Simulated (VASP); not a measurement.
# KF (Pm-3m) in VASP: settings compared

Aim: see how the results for KF move with the level of theory and the settings. Levels: PBE+D3(BJ), BLYP. Tasks: single point.

Everything below comes from runs of VASP 6.6.1. Logs are shortened: lines on timing, memory, paths and dates and some standing lists are left out, and cuts for length are marked.

### 1 The cell of the first run

Symmetry: Pm-3m, No. 221, cubic system. The conventional cell has a = 3.259 Å, b = 3.259 Å, c = 3.259 Å, α = 90.00°, β = 90.00°, γ = 90.00°. Within 3.7 Å of K (site symmetry m-3m) lie 8 F at 2.82 Å and 6 K at 3.26 Å. Within 3.7 Å of F (site symmetry m-3m) lie 8 K at 2.82 Å and 6 F at 3.26 Å.

### 2 Single point, PBE+D3(BJ)

Contents of POSCAR:

```
KF
1.0
    3.2589550000      0.0000000000      0.0000000000
    0.0000000000      3.2589550000      0.0000000000
    0.0000000000      0.0000000000      3.2589550000
K F
1 1
Direct
    0.0000000000      0.0000000000      0.0000000000
    0.5000000000      0.5000000000      0.5000000000
```

Contents of INCAR.step1:

```
  PREC = Accurate
  ENCUT = 520
  EDIFF = 1E-6
  ISMEAR = 1
  SIGMA = 0.1
  LREAL = F
  LASPH = T
  NELM = 120
  ALGO = Normal
  ISIF = 2
  LWAVE = F
  LCHARG = T
  GGA = PE
  IVDW = 12
  NBANDS = 15
  GGA_COMPAT = F
  NEDOS = 2001
  LORBIT = 11
```

Contents of KPOINTS.step1:

```
regular mesh
0
Gamma
  8 8 8
```

Contents of INCAR.step2:

```
  PREC = Accurate
  ENCUT = 520
  EDIFF = 1E-6
  ISMEAR = -5
  SIGMA = 0.1
  LREAL = F
  LASPH = T
  NELM = 120
  ALGO = Normal
  ISIF = 2
  LWAVE = F
  LCHARG = F
  GGA = PE
  IVDW = 12
  LORBIT = 10
  NEDOS = 2001
  ICHARG = 11
  GGA_COMPAT = F
```

Contents of KPOINTS.step2:

```
regular mesh
0
Gamma
  12 12 12
```

Potentials or basis: VASP PAW PBE potentials, release 64 (K_sv, F).

Launch:

```console
$ cat potpaw_PBE.64/K_sv/POTCAR potpaw_PBE.64/F/POTCAR > POTCAR
$ cp INCAR.step1 INCAR
$ cp KPOINTS.step1 KPOINTS
$ mpirun -np 1 vasp_std > vasp.out
$ cp INCAR.step2 INCAR
$ cp KPOINTS.step2 KPOINTS
$ mpirun -np 1 vasp_std > vasp.out
```

OUTCAR:

```text
PREC = Accurate
   ENCUT = 520
   EDIFF = 1E-6
   ISMEAR = -5
   LREAL = F
   LASPH = T
   NELM = 120
   ISIF = 2
   GGA = PE
   IVDW = 12
   LORBIT = 10
   ICHARG = 11
 IVDW          = 12

 ion  position               nearest neighbor table
   1  0.000  0.000  0.000-   2 2.82   2 2.82   2 2.82   2 2.82   2 2.82   2 2.82   2 2.82   2 2.82

   2  0.500  0.500  0.500-   1 2.82   1 2.82   1 2.82   1 2.82   1 2.82   1 2.82   1 2.82   1 2.82

  LATTYP: Found a simple cubic cell.
 ALAT       =     3.2589550000

  Lattice vectors:

 A1 = (   3.2589550000,   0.0000000000,   0.0000000000)
 A2 = (   0.0000000000,   3.2589550000,   0.0000000000)
 A3 = (   0.0000000000,   0.0000000000,   3.2589550000)

Analysis of symmetry for initial positions (statically):
=====================================================================
 Subroutine PRICEL returns:
 Original cell was already a primitive cell.

 Routine SETGRP: Setting up the symmetry group for a
 simple cubic supercell.

 Subroutine GETGRP returns: Found 48 space group operations
 (whereof 48 operations were pure point group operations)
 out of a pool of 48 trial point group operations.

The static configuration has the point symmetry O_h .

Analysis of symmetry for dynamics (positions and initial velocities):
=====================================================================
 Subroutine PRICEL returns:
 Original cell was already a primitive cell.

 Routine SETGRP: Setting up the symmetry group for a
 simple cubic supercell.

 Subroutine GETGRP returns: Found 48 space group operations
 (whereof 48 operations were pure point group operations)
 out of a pool of 48 trial point group operations.

The dynamic configuration has the point symmetry O_h .

 Subroutine INISYM returns: Found 48 space group operations
 (whereof 48 operations are pure point group operations),
 and found     1 'primitive' translations

----------------------------------------------------------------------------------------

                                     Primitive cell

  volume of cell :      34.6127

  direct lattice vectors                    reciprocal lattice vectors
     3.258955000  0.000000000  0.000000000     0.306846827  0.000000000  0.000000000
     0.000000000  3.258955000  0.000000000     0.000000000  0.306846827  0.000000000
     0.000000000  0.000000000  3.258955000     0.000000000  0.000000000  0.306846827

  length of vectors
     3.258955000  3.258955000  3.258955000     0.306846827  0.306846827  0.306846827

  position of ions in fractional coordinates (direct lattice)
     0.000000000  0.000000000  0.000000000
     0.500000000  0.500000000  0.500000000

  ion indices of the primitive-cell ions
   primitive index   ion index
                 1           1
                 2           2

----------------------------------------------------------------------------------------

 KPOINTS: regular mesh

Automatic generation of k-mesh.
 Grid dimensions read from file:
 generate k-points for:   12   12   12

 Generating k-lattice:

  Cartesian coordinates                     Fractional coordinates (reciprocal lattice)
     0.025570569  0.000000000  0.000000000     0.083333333  0.000000000  0.000000000
     0.000000000  0.025570569  0.000000000     0.000000000  0.083333333  0.000000000
     0.000000000  0.000000000  0.025570569     0.000000000  0.000000000  0.083333333

  Length of vectors
     0.025570569  0.025570569  0.025570569

  Shift w.r.t. Gamma in fractional coordinates (k-lattice)
     0.000000000  0.000000000  0.000000000

 TETIRR: Found    854 inequivalent tetrahedra from    10368

 Subroutine IBZKPT returns following result:
 ===========================================

 Found     84 irreducible k-points:

 Following reciprocal coordinates:
            Coordinates               Weight
  0.000000  0.000000  0.000000      1.000000
  0.083333  0.000000  0.000000      6.000000
  0.166667  0.000000  0.000000      6.000000
  0.250000  0.000000  0.000000      6.000000
  0.333333  0.000000  0.000000      6.000000
  0.416667  0.000000  0.000000      6.000000
[... 16 lines left out ...]
  0.333333  0.333333  0.000000     12.000000
  0.416667  0.333333  0.000000     24.000000
 [... further k-points ...]
   k-points           NKPTS =     84   k-points in BZ     NKDIM =     84   number of bands    NBANDS=     12
   number of dos      NEDOS =   2001   number of ions     NIONS =      2
   total plane-waves  NPLWV =  13824
   dimension x,y,z NGX =    24 NGY =   24 NGZ =   24
   dimension x,y,z NGXF=    48 NGYF=   48 NGZF=   48
   ions per type =               1   1
   NGX,Y,Z   is equivalent  to a cutoff of  12.24, 12.24, 12.24 a.u.
   NGXF,Y,Z  is equivalent  to a cutoff of  24.49, 24.49, 24.49 a.u.
 SYSTEM =  unknown system
   PREC   = accura    normal or accurate (medium, high low for compatibility)
   ISTART =      0    job   : 0-new  1-cont  2-samecut
   ICHARG =     11    charge: 1-file 2-atom 10-const
   ISPIN  =      1    spin polarized calculation?
   LNONCOLLINEAR =      F non collinear calculations
   LSORBIT =      F    spin-orbit coupling
   LASPH  =      T    aspherical Exc in radial PAW
   ENCUT  =  520.0 eV  38.22 Ry    6.18 a.u.   6.06  6.06  6.06*2*pi/ulx,y,z
   NELM   =    120;   NELMIN=  2; NELMDL=  0     # of ELM steps
   EDIFF  = 0.1E-05   stopping-criterion for ELM
   LREAL  =      F    real-space projection
   EDIFFG = 0.1E-04   stopping-criterion for IOM
   NSW    =      0    number of steps for IOM
   IBRION =     -1    ionic relax: 0-MD 1-quasi-New 2-CG
   NFREE  =      0    steps in history (QN), initial steepest desc. (CG)
   ISIF   =      2    stress and relaxation
   ISYM   =      2    0-nonsym 1-usesym 2-fastsym
   POTIM  = 0.5000    time-step for ionic-motion
   TEBEG  =    0.0;   TEEND  =   0.0 temperature during run
   PSTRESS=    0.0 pullay stress
   NELECT =      16.0000    total number of electrons
   NUPDOWN=      -1.0000    fix difference up-down
   EMIN   =  10.00;   EMAX   =-10.00  energy-range for DOS
   EFERMI =   0.00;   METHOD = LEGACY
   ISMEAR =    -5;   SIGMA  =   0.10  broadening in eV -4-tet -1-fermi 0-gaus
   EFERMI_NEDOS =   21; number of points for ismear=-14 and -15
   IALGO  =     38    algorithm
   IMIX   =      4    mixing-type and parameters
     AMIX     =   0.40;   BMIX     =  1.00
     AMIX_MAG =   1.60;   BMIX_MAG =  1.00
  volume/ion in A,a.u.               =      17.31       116.79
  Fermi-wavevector in a.u.,A,eV,Ry     =   1.265814  2.392041 21.800402  1.602284
  Thomas-Fermi vector in A             =   2.399047
   LORBIT       =     10    0 simple, 1 ext, 2 COOP (PROOUT), +10 PAW based schemes
   GGA     = PE    functional components
   LHFCALC =     F    Hartree Fock is set to
   AEXX    =    0.0000 exact exchange contribution
   IVDW    =    12    specifies the selected vdW correction
   LEPSILON=     F    determine dielectric tensor
   LRPA    =     F    only Hartree local field effects (RPA)
 non-spin polarized calculation
 Fermi weights with tetrahedron method with Bloechl corrections
  energy-cutoff  :      520.00
  volume of cell :       34.61
 maximum number of plane-waves:       952

 number of electron      15.9999992 magnetization

 Free energy of the ion-electron system (eV)
  ---------------------------------------------------
  ext. energy  EPLUGINS =         0.00000000
  ---------------------------------------------------
  free energy    TOTEN  =        -8.09361896 eV

  energy without entropy =       -8.09361896  energy(sigma->0) =       -8.09361896

 E-fermi :  -2.0222     XC(G=0):  -9.0245

 val. band max:       -2.0385064822   @ k =   0.5000   0.5000   0.0000
 cond. band min:       4.2202155152   @ k =   0.0000   0.0000   0.0000
 fundamental gap:      6.2587219974
 Fermi energy:        -2.0221991145

 k-point     1 :       0.0000    0.0000    0.0000
  band No.  band energies     occupation
      1     -29.0561      2.00000
      2     -20.9381      2.00000
      3     -12.0879      2.00000
      4     -12.0879      2.00000
      5     -12.0879      2.00000
      6      -2.0908      2.00000
      7      -2.0908      2.00000
      8      -2.0908      2.00000
      9       4.2202      0.00000
     10       6.2538      0.00000
     11       6.2538      0.00000
     12      11.7804      0.00000

 k-point     2 :       0.0833    0.0000    0.0000
  band No.  band energies     occupation
      1     -29.0479      2.00000
      2     -20.9398      2.00000
      3     -12.1367      2.00000
      4     -12.0806      2.00000
      5     -12.0806      2.00000
      6      -2.1853      2.00000
      7      -2.0977      2.00000
      8      -2.0977      2.00000
      9       4.4093      0.00000
     10       6.3079      0.00000
     11       6.4128      0.00000
     12      11.6619      0.00000

 k-point     3 :       0.1667    0.0000    0.0000
  band No.  band energies     occupation
      1     -29.0254      2.00000
      2     -20.9445      2.00000
      3     -12.2673      2.00000
      4     -12.0608      2.00000
      5     -12.0608      2.00000
      6      -2.4275      2.00000
      7      -2.1170      2.00000
      8      -2.1170      2.00000
      9       4.9271      0.00000
     10       6.4623      0.00000
     11       6.8570      0.00000
     12      11.3484      0.00000
[... 286 lines left out ...]
 k-point    23 :       0.3333    0.3333    0.0000
  band No.  band energies     occupation
      1     -28.8815      2.00000
      2     -20.8994      2.00000
      3     -12.6738      2.00000
      4     -12.6014      2.00000
      5     -11.9407      2.00000
      6      -2.7648      2.00000
      7      -2.5391      2.00000
      8      -2.1028      2.00000
      9       6.7911      0.00000
     10       7.3014      0.00000
     11       9.7222      0.00000
     12      10.2450      0.00000

 k-point    24 :       0.4167    0.3333    0.0000
  band No.  band energies     occupation
      1     -28.8612      2.00000
      2     -20.8846      2.00000
      3     -12.7833      2.00000
      4     -12.6439      2.00000
      5     -11.9245      2.00000
      6      -2.7779      2.00000
      7      -2.5564      2.00000
      8      -2.0861      2.00000
      9       6.8430      0.00000
     10       7.1191      0.00000
     11      10.0449      0.00000
     12      10.1240      0.00000

 [... further k-points ...]

------------------------ aborting loop because EDIFF is reached ----------------------------------------

 Edisp (eV)   -0.35426

 E8    (eV) :    -0.1691

  FORCE on cell =-STRESS in cart. coord.  units (eV):
  Direction    XX          YY          ZZ          XY          YZ          ZX
  --------------------------------------------------------------------------------------
  -------------------------------------------------------------------------------------
  Total      -0.32596    -0.32596    -0.32596    -0.00000     0.00000     0.00000
  in kB     -15.08827   -15.08827   -15.08827    -0.00000     0.00000     0.00000
  external pressure =      -15.09 kB  Pullay stress =        0.00 kB

 VOLUME and BASIS-vectors are now :
 -----------------------------------------------------------------------------
  energy-cutoff  :      520.00
  volume of cell :       34.61
      direct lattice vectors                 reciprocal lattice vectors
     3.258955000  0.000000000  0.000000000     0.306846827  0.000000000  0.000000000
     0.000000000  3.258955000  0.000000000     0.000000000  0.306846827  0.000000000
     0.000000000  0.000000000  3.258955000     0.000000000  0.000000000  0.306846827

 POSITION                                       TOTAL-FORCE (eV/Angst)
 -----------------------------------------------------------------------------------
      0.00000      0.00000      0.00000         0.000000      0.000000      0.000000
      1.62948      1.62948      1.62948         0.000000      0.000000      0.000000
 -----------------------------------------------------------------------------------
    total drift:                                0.000000      0.000000      0.000000

  FREE ENERGIE OF THE ION-ELECTRON SYSTEM (eV)
  ---------------------------------------------------
  free  energy   TOTEN  =        -8.4478824491 eV

  energy  without entropy=       -8.4478824491  energy(sigma->0) =       -8.44788245

 total charge

# of ion       s       p       d       tot
------------------------------------------
    1        1.957   5.588   0.029   7.574
    2        1.730   4.344   0.000   6.074
--------------------------------------------------
tot          3.687   9.933   0.029  13.648
```

Run time: 21 s. Hardware: 1 thread of AMD EPYC 7R13 (Zen 3), shared host; peak memory 0.14 GiB.

What came out:

```yaml
Valence_electrons_inside_the_program's_atomic_spheres: K 7.57; F 6.07
Dispersion_energy_per_atom: -0.177 eV
```

Caveat: three body term missing.

### 3 Single point, BLYP, non-collinear spin, typed start

POSCAR is that of step 2.

Contents of INCAR.step1:

```
PREC = Accurate
ENCUT = 520
EDIFF = 1E-6
ISMEAR = 1
SIGMA = 0.05
LREAL = F
LASPH = T
NELM = 150
ALGO = Normal
ISIF = 2
LWAVE = F
LCHARG = T
LNONCOLLINEAR = T
MAGMOM = -0.053 -0.048 -0.083 0 0 0
GGA = B5
ALDAX = 1.0
AGGAX = 1.0
AGGAC = 1.0
ALDAC = 0.0
NBANDS = 28
```

Contents of KPOINTS.step1:

```
regular mesh
0
Gamma
  6 6 6
```

Contents of INCAR.step2:

```
PREC = Accurate
ENCUT = 520
EDIFF = 1E-6
ISMEAR = -5
SIGMA = 0.05
LREAL = F
LASPH = T
NELM = 150
ALGO = Normal
ISIF = 2
LWAVE = F
LCHARG = F
LNONCOLLINEAR = T
MAGMOM = -0.053 -0.048 -0.083 0 0 0
LORBIT = 11
GGA = B5
ALDAX = 1.0
AGGAX = 1.0
AGGAC = 1.0
ALDAC = 0.0
NBANDS = 28
NEDOS = 2001
ICHARG = 11
```

Contents of KPOINTS.step2:

```
regular mesh
0
Gamma
  9 9 9
```

Potentials or basis: VASP PAW PBE potentials, release 64 (K_sv, F).

Launch:

```console
$ cat potpaw_PBE.64/K_sv/POTCAR potpaw_PBE.64/F/POTCAR > POTCAR
$ cp INCAR.step1 INCAR
$ cp KPOINTS.step1 KPOINTS
$ mpirun -np 1 vasp_ncl > vasp.out
$ cp INCAR.step2 INCAR
$ cp KPOINTS.step2 KPOINTS
$ mpirun -np 1 vasp_ncl > vasp.out
```

Wall time 3.4 min (1 thread of Intel Xeon Platinum 8559C (Emerald Rapids), shared host); peak memory 0.54 GiB.

It converged, with:

* Net moment: 0.00 μB per cell
* Valence electrons inside the program's atomic spheres: K 7.54; F 6.06

Levels at points of the mesh, in eV from the valence-band top:
```csv
k point,band 12,band 13,band 14,band 15,band 16,band 17,band 18,band 19,band 20,band 21
"(0.00, 0.00, 0.00)",-0.04,-0.04,-0.04,-0.04,-0.04,6.36,6.36,8.35,8.35,8.35
```

Moments on the atoms (μB; x, y, z):
```
K   0.00 0.00 0.00
F   0.00 0.00 0.00
```

Caveat: the PAW data sets were made with another functional, which shifts forces and pressure a little.
